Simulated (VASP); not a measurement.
# Si in VASP: a series of runs, part 2 of 2

VASP 6.6.1.

### 3 Single point, PBEsol (atoms taken out)

Input file INCAR:

```
SYSTEM = Si
  PREC = Accurate
  ENCUT = 520
  EDIFF = 1E-6
  ISMEAR = 0
  SIGMA = 0.05
  LREAL = Auto
  LASPH = .True.
  NELM = 100
  ALGO = Normal
  ISIF = 2
  LWAVE = .False.
  LCHARG = .True.
  LDIPOL = .True.
  IDIPOL = 3
  DIPOL = 0.5 0.5 0.500
  GGA = PS
  LELF = .True.
  LVHAR = .True.
  LVACPOTAV = .True.
  NBANDS = 43
```

Input file KPOINTS:

```
Automatic mesh
0
Gamma
  9 9 1
  0 0 0
```

Input file POSCAR:

```
Si
1.0
    3.8417168278      0.0000000000      0.0000000000
    0.0000000000      3.8417168278      0.0000000000
    0.0000000000      0.0000000000     34.0155281425
Si
15
Direct
    0.0000000000      0.5000000000      0.2204875364
    0.0000000000      0.0000000000      0.2604178884
    0.5000000000      0.0000000000      0.3003482403
    0.5000000000      0.5000000000      0.3402785922
    0.0000000000      0.5000000000      0.3802089442
    0.0000000000      0.0000000000      0.4201392961
    0.5000000000      0.0000000000      0.4600696481
    0.5000000000      0.5000000000      0.5000000000
    0.0000000000      0.5000000000      0.5399303519
    0.0000000000      0.0000000000      0.5798607039
    0.5000000000      0.0000000000      0.6197910558
    0.5000000000      0.5000000000      0.6597214078
    0.0000000000      0.5000000000      0.6996517597
    0.0000000000      0.0000000000      0.7395821116
    0.5000000000      0.0000000000      0.7795124636
```

Potentials or basis: VASP PAW PBE potentials, release 64 (Si).

Command:

```bash
> cat potpaw_PBE.64/Si/POTCAR > POTCAR
> mpirun -np 1 vasp_std > vasp.out
```

OUTCAR:

```text
SYSTEM = Si
   PREC = Accurate
   ENCUT = 520
   EDIFF = 1E-6
   ISMEAR = 0
   LREAL = Auto
   LASPH = .True.
   NELM = 100
   ISIF = 2
   GGA = PS

 ion  position               nearest neighbor table
   1  0.000  0.500  0.220-   2 2.35   2 2.35
   2  0.000  0.000  0.260-   3 2.35   3 2.35   1 2.35   1 2.35
   3  0.500  0.000  0.300-   4 2.35   4 2.35   2 2.35   2 2.35
   4  0.500  0.500  0.340-   3 2.35   3 2.35   5 2.35   5 2.35
   5  0.000  0.500  0.380-   6 2.35   6 2.35   4 2.35   4 2.35
   6  0.000  0.000  0.420-   5 2.35   5 2.35   7 2.35   7 2.35
   7  0.500  0.000  0.460-   8 2.35   8 2.35   6 2.35   6 2.35
   8  0.500  0.500  0.500-   7 2.35   9 2.35   7 2.35   9 2.35
   9  0.000  0.500  0.540-   8 2.35   8 2.35  10 2.35  10 2.35
  10  0.000  0.000  0.580-  11 2.35  11 2.35   9 2.35   9 2.35
  11  0.500  0.000  0.620-  10 2.35  10 2.35  12 2.35  12 2.35
  12  0.500  0.500  0.660-  13 2.35  13 2.35  11 2.35  11 2.35
  13  0.000  0.500  0.700-  14 2.35  14 2.35  12 2.35  12 2.35
  14  0.000  0.000  0.740-  13 2.35  13 2.35  15 2.35  15 2.35
  15  0.500  0.000  0.780-  14 2.35  14 2.35
[... 893 lines left out ...]
  --------------------------------------------------------------------------------------
  -------------------------------------------------------------------------------------
  Total       -2.2205859     -2.2205859     -0.4724283      0.0000000      0.0000000      0.0000000
  in kB       -7.0868010     -7.0868010     -1.5077127      0.0000000      0.0000000      0.0000000
  external PRESSURE =      -5.2271049 kB  Pullay stress =       0.0000000 kB

 VOLUME and BASIS-vectors are now :
 -----------------------------------------------------------------------------
  energy-cutoff  :      520.00
  volume of cell :      502.03
      direct lattice vectors                 reciprocal lattice vectors
     3.841716828  0.000000000  0.000000000     0.260300289  0.000000000  0.000000000
     0.000000000  3.841716828  0.000000000     0.000000000  0.260300289  0.000000000
     0.000000000  0.000000000 34.015528143     0.000000000  0.000000000  0.029398338

 POSITION                                       TOTAL-FORCE (eV/Angst)
 -----------------------------------------------------------------------------------
      0.00000      1.92086      7.50000         0.000000     -0.000000      0.071922
      0.00000      0.00000      8.85825         0.000000     -0.000000     -0.023520
      1.92086      0.00000     10.21650         0.000000     -0.000000      0.035872
      1.92086      1.92086     11.57476         0.000000      0.000000     -0.085738
      0.00000      1.92086     12.93301         0.000000     -0.000000     -0.002188
      0.00000      0.00000     14.29126         0.000000     -0.000000     -0.010404
      1.92086      0.00000     15.64951         0.000000     -0.000000      0.011446
      1.92086      1.92086     17.00776         0.000000     -0.000000      0.000000
      0.00000      1.92086     18.36602         0.000000     -0.000000     -0.011446
      0.00000      0.00000     19.72427         0.000000     -0.000000      0.010404
      1.92086      0.00000     21.08252         0.000000     -0.000000      0.002188
      1.92086      1.92086     22.44077         0.000000     -0.000000      0.085738
      0.00000      1.92086     23.79902         0.000000      0.000000     -0.035872
      0.00000      0.00000     25.15728         0.000000     -0.000000      0.023520
      1.92086      0.00000     26.51553         0.000000     -0.000000     -0.071922
 -----------------------------------------------------------------------------------
    total drift:                                0.000000     -0.000000     -0.000000

  FREE ENERGIE OF THE ION-ELECTRON SYSTEM (eV)
  ---------------------------------------------------
  free  energy   TOTEN  =       -81.9600099175 eV

  energy  without entropy=      -81.9511954947  energy(sigma->0) =      -81.95560271

 vacuum level on the upper side and lower side of the slab         6.649         6.649
```

OSZICAR:

```text
N       E                     dE             d eps       ncg     rms          rms(c)
DAV:   1     0.225365185662E+03    0.22537E+03   -0.21103E+04  1290   0.108E+03
DAV:   2    -0.617788924103E+02   -0.28714E+03   -0.27408E+03  1711   0.179E+02
DAV:   3    -0.828077983643E+02   -0.21029E+02   -0.20606E+02  1574   0.463E+01
[... 23 lines left out ...]
DAV:  27    -0.819599994451E+02   -0.46809E-05   -0.92757E-07   803   0.311E-03    0.892E-03
DAV:  28    -0.819600055146E+02   -0.60694E-05   -0.10272E-06   915   0.390E-03    0.766E-04
DAV:  29    -0.819600080408E+02   -0.25262E-05   -0.32025E-07   787   0.184E-03    0.221E-03
DAV:  30    -0.819600090929E+02   -0.10521E-05   -0.76526E-08   771   0.133E-03    0.661E-04
DAV:  31    -0.819600099175E+02   -0.82463E-06   -0.64642E-08   765   0.842E-04
   1 F= -.81960010E+02 E0= -.81955603E+02  d E =-.881442E-02
```

stdout:

```text
POSCAR found type information on POSCAR Si
 POSCAR found :  1 types and      15 ions
 scaLAPACK will be used
 -----------------------------------------------------------------------------
|                                                                             |
[... 23 lines left out ...]
|     field-free region was found. Please increase the size of  your cell     |
|     in the dimension of the dipole correction to obtain accurate            |
|     workfunction values.                                                    |
|                                                                             |
 -----------------------------------------------------------------------------
```

Wall time 32 min (1 thread of Intel Xeon 8259CL, shared host); peak memory 0.59 GiB.

What came out:

| Quantity | Value |
| --- | --- |
| Free energy | -81.9600 eV |
| Largest force | 0.086 eV/Å |
| Band gap on the k mesh | zero (bands 30 and 31 overlap by 0.80 eV) |

Forces on the atoms (eV/Å):
```
Si   0.000  0.000  0.072
Si   0.000  0.000 -0.024
Si   0.000  0.000  0.036
Si   0.000  0.000 -0.086
Si   0.000  0.000 -0.002
Si   0.000  0.000 -0.010
Si   0.000  0.000  0.011
Si   0.000  0.000  0.000
Si   0.000  0.000 -0.011
Si   0.000  0.000  0.010
Si   0.000  0.000  0.002
Si   0.000  0.000  0.086
Si   0.000  0.000 -0.036
Si   0.000  0.000  0.024
Si   0.000  0.000 -0.072
```

Levels at points of the mesh, in eV from the Fermi level:
| k point | band 26 | band 27 | band 28 | band 29 | band 30 | band 31 | band 32 | band 33 | band 34 | band 35 |
| --- | --- | --- | --- | --- | --- | --- | --- | --- | --- | --- |
| (0.00, 0.00, 0.00) | -0.59 | -0.11 | -0.11 | 0.06 | 0.30 | 0.62 | 0.63 | 0.96 | 0.97 | 1.40 |

Caveat: the cell differs from its parent crystal (atoms taken out); the PAW data sets were made with another functional, which shifts forces and pressure a little.

### 4 Single point, PBEsol, collinear spin

This run uses another cell than the first one: it holds 7 atoms, not 11.

Input file INCAR:

```
SYSTEM = Si
ALGO = Normal
DIPOL = 0.5 0.5 0.487
EDIFF = 1E-6
ENCUT = 520
GGA = PS
IDIPOL = 3
ISIF = 2
ISMEAR = 0
ISPIN = 2
LASPH = .TRUE.
LCHARG = .FALSE.
LDIPOL = .TRUE.
LORBIT = 11
LREAL = .FALSE.
LWAVE = .FALSE.
MAGMOM = 0 0 0 0 0 0 2
NBANDS = 27
NELM = 150
PREC = Accurate
SIGMA = 0.05
```

Input file KPOINTS:

```
k-points
0
G
  8 8 1
  0 0 0
```

Input file POSCAR:

```
Si
1.0
    3.8417168278      0.0000000000      0.0000000000
    0.0000000000      3.8417168278      0.0000000000
    0.0000000000      0.0000000000     25.7912600509
Si
7
Direct
    0.0000000000      0.5000000000      0.3295690084
    0.0000000000      0.0000000000      0.3822322752
    0.5000000000      0.0000000000      0.4348955421
    0.5000000000      0.5000000000      0.4874067683
    0.0000000000      0.5000000000      0.5399330969
    0.0000000000      0.0000000000      0.5925028946
    0.5000000000      0.0000000000      0.6442621615
```

Command:

```bash
> cat potpaw_PBE.64/Si/POTCAR > POTCAR
> mpirun -np 1 vasp_std > vasp.out
```

It took 19 min on 1 thread of Intel Xeon Platinum 8488C (Sapphire Rapids), shared host; peak memory 0.78 GiB.

It converged, with:

| Property | Result |
| --- | --- |
| Free energy | -36.0321 eV |
| Largest force | 0.139 eV/Å |
| Net moment | 0.21 μB per cell |
| Site moments | Si +0.03, +0.01, +0.00, +0.02 (each value once) μB |
| Valence electrons inside the program's atomic spheres | Si 1.58, 1.68, 1.67, 1.69 (each value once) |

Forces on the atoms (eV/Å):
```
Si   0.000  0.000  0.139
Si   0.000  0.000 -0.103
Si   0.000  0.000 -0.047
Si   0.000  0.000  0.002
Si   0.000  0.000  0.001
Si   0.000  0.000  0.000
Si   0.000  0.000  0.007
```

Levels at points of the mesh, in eV from the Fermi level:
Spin up:
| k point | band 11 | band 12 | band 13 | band 14 | band 15 | band 16 | band 17 | band 18 |
| --- | --- | --- | --- | --- | --- | --- | --- | --- |
| (0.00, 0.00, 0.00) | -0.64 | -0.55 | -0.52 | 0.32 | 0.98 | 1.04 | 1.94 | 2.02 |
| (0.50, 0.00, 0.00) | -1.15 | -1.07 | -0.83 | -0.03 | -0.01 | 2.32 | 2.40 | 2.49 |
| (0.00, 0.50, 0.00) | -1.12 | -1.08 | -0.93 | -0.01 | -0.01 | 2.33 | 2.45 | 2.48 |
| (0.50, 0.50, 0.00) | -3.28 | -2.74 | -0.90 | -0.73 | -0.73 | -0.39 | 1.85 | 2.08 |
Spin down:
```
           k point  band 10  band 11  band 12  band 13  band 14  band 15  band 16  band 17  band 18  band 19
(0.00, 0.00, 0.00)    -1.61    -0.56    -0.53    -0.50     0.37     1.00     1.06     1.97     2.04     2.09
(0.50, 0.00, 0.00)    -1.18    -1.14    -1.01    -0.80     0.03     0.06     2.35     2.44     2.50     2.75
(0.00, 0.50, 0.00)    -1.19    -1.10    -1.01    -0.91     0.04     0.07     2.35     2.50     2.50     2.71
(0.50, 0.50, 0.00)    -3.29    -3.27    -2.71    -0.86    -0.66    -0.64    -0.35     1.87     2.11     2.13
```

Caveat: the PAW data sets were made with another functional, which shifts forces and pressure a little.

### 5 Single point, PBEsol, collinear spin

This run uses another cell than the first one: it holds 7 atoms, not 11.

Input file INCAR:

```
PREC = Accurate ; ENCUT = 520
EDIFF = 1E-6 ; ISMEAR = 0
SIGMA = 0.05 ; LREAL = False
LASPH = True ; NELM = 150
ALGO = Normal ; ISIF = 2
LWAVE = False ; LCHARG = False
ISPIN = 2 ; MAGMOM = 0 0 0 0 0 0 2
LORBIT = 11 ; LDIPOL = True
IDIPOL = 3 ; DIPOL = 0.5 0.5 0.487
GGA = PS ; ISYM = 0
NBANDS = 27
```

Input file KPOINTS:

```
Automatic mesh
0
Gamma
  8 8 1
```

POSCAR is that of step 4.

Command:

```bash
> cat potpaw_PBE.64/Si/POTCAR > POTCAR
> mpirun -np 1 vasp_std > vasp.out
```

Wall time 28 min (1 thread of Oxide Virtual Turin-like, shared host); peak memory 0.81 GiB.

Results (log left out):

```yaml
Free_energy: -36.0321 eV
Largest_force: 0.139 eV/Å
Net_moment: 0.21 μB per cell
Site_moments: Si +0.03, +0.01, +0.00, +0.02 (each value once) μB
Valence_electrons_inside_the_program's_atomic_spheres: Si 1.58, 1.68, 1.67, 1.69 (each value once)
```

Forces in eV/Å, atoms in the order of the input:
```
Si   0.000  0.000  0.139
Si   0.000  0.000 -0.103
Si   0.000  0.000 -0.047
Si   0.000  0.000  0.002
Si   0.000  0.000  0.001
Si   0.000  0.000  0.000
Si   0.000  0.000  0.007
```

Levels at points of the mesh, in eV from the Fermi level:
Spin up:
```tsv
k point	band 11	band 12	band 13	band 14	band 15	band 16	band 17	band 18
(0.00, 0.00, 0.00)	-0.64	-0.55	-0.52	0.32	0.98	1.04	1.94	2.02
(0.50, 0.00, 0.00)	-1.15	-1.07	-0.83	-0.03	-0.01	2.32	2.40	2.49
(0.00, 0.50, 0.00)	-1.12	-1.08	-0.93	-0.01	-0.01	2.33	2.45	2.48
(0.50, 0.50, 0.00)	-3.28	-2.74	-0.90	-0.73	-0.73	-0.39	1.85	2.08
```
Spin down:
```csv
k point,band 11,band 12,band 13,band 14,band 15,band 16,band 17,band 18
"(0.00, 0.00, 0.00)",-0.56,-0.53,-0.50,0.37,1.00,1.06,1.97,2.04
"(0.50, 0.00, 0.00)",-1.14,-1.01,-0.80,0.03,0.06,2.35,2.44,2.50
"(0.00, 0.50, 0.00)",-1.10,-1.01,-0.91,0.04,0.07,2.35,2.50,2.50
"(0.50, 0.50, 0.00)",-3.27,-2.71,-0.86,-0.66,-0.64,-0.35,1.87,2.11
```

Caveat: the PAW data sets were made with another functional, which shifts forces and pressure a little.

### 6 The runs side by side

```csv
spin,cell,k mesh,smearing,gap on the mesh (eV),largest force (eV/Å)
off,"a = 3.842, b = 3.842, c = 28.583 Å, 11 atoms, atomic positions A",9 × 9 × 1,methfessel-paxton 0.2 eV,none,0.10
off,"a = 3.842, b = 3.842, c = 34.016 Å, 15 atoms, atomic positions B",9 × 9 × 1,gaussian 0.05 eV,none,0.09
collinear,"a = 3.842, b = 3.842, c = 25.791 Å, 7 atoms, atomic positions C",8 × 8 × 1,gaussian 0.05 eV,none,0.14
```

Alike in all rows: task single point; level PBEsol; potentials or basis VASP PAW PBE potentials, release 64 (Si); cutoff (eV) 520.

Caveats: the PAW data sets were made with another functional, which shifts forces and pressure a little.

Total energies depend on the potentials used, so only differences within one code and one set of settings carry meaning.
